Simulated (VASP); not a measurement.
A run of VASP 6.6.1 is set up as follows.

The input INCAR:

```
SYSTEM = P
PREC = Accurate ; ENCUT = 520
EDIFF = 1E-6 ; ISMEAR = 0
SIGMA = 0.1 ; LREAL = .False.
LASPH = .True. ; NELM = 60
ALGO = Normal ; ISIF = 2
LWAVE = .False. ; LCHARG = .True.
GGA = PE ; LELF = .True.
LVHAR = .True. ; NBANDS = 24
```

KPOINTS

```
regular mesh
0
Gamma
  8 8 8
  0 0 0
```

The input POSCAR:

```
P
1.0
    4.6055807097      0.0000000000      0.0000000000
    0.0000000000      4.6055807097      0.0000000000
    0.0000000000      0.0000000000      5.8006566108
P
6
Direct
    0.0000000000      0.0000000000      0.2500000000
    0.0000000000      0.0000000000      0.7500000000
    0.6678946473      0.1856133456      0.5000000000
    0.3321053527      0.8143866544      0.5000000000
    0.8143866544      0.6678946473      0.0000000000
    0.1856133456      0.3321053527      0.0000000000
```

Potentials or basis: VASP PAW PBE potentials, release 64 (P).

The run is started by

```bash
$ cat potpaw_PBE.64/P/POTCAR > POTCAR
$ mpirun -np 1 vasp_std > vasp.out
```

**Question.** Predict the band gap on the k mesh.

**Answer.** Zero (bands 15 and 16 overlap by 1.37 eV).

**Question.** Predict the pressure.

**Answer.** -0.2 GPa.

**Question.** What does it give for the largest force?

**Answer.** 0.041 eV/Å.

Forces in eV/Å, atoms in the order of the input:
```
P    0.000  0.000  0.000
P    0.000  0.000  0.000
P    0.004 -0.041  0.000
P   -0.004  0.041  0.000
P    0.041  0.004  0.000
P   -0.041 -0.004  0.000
```
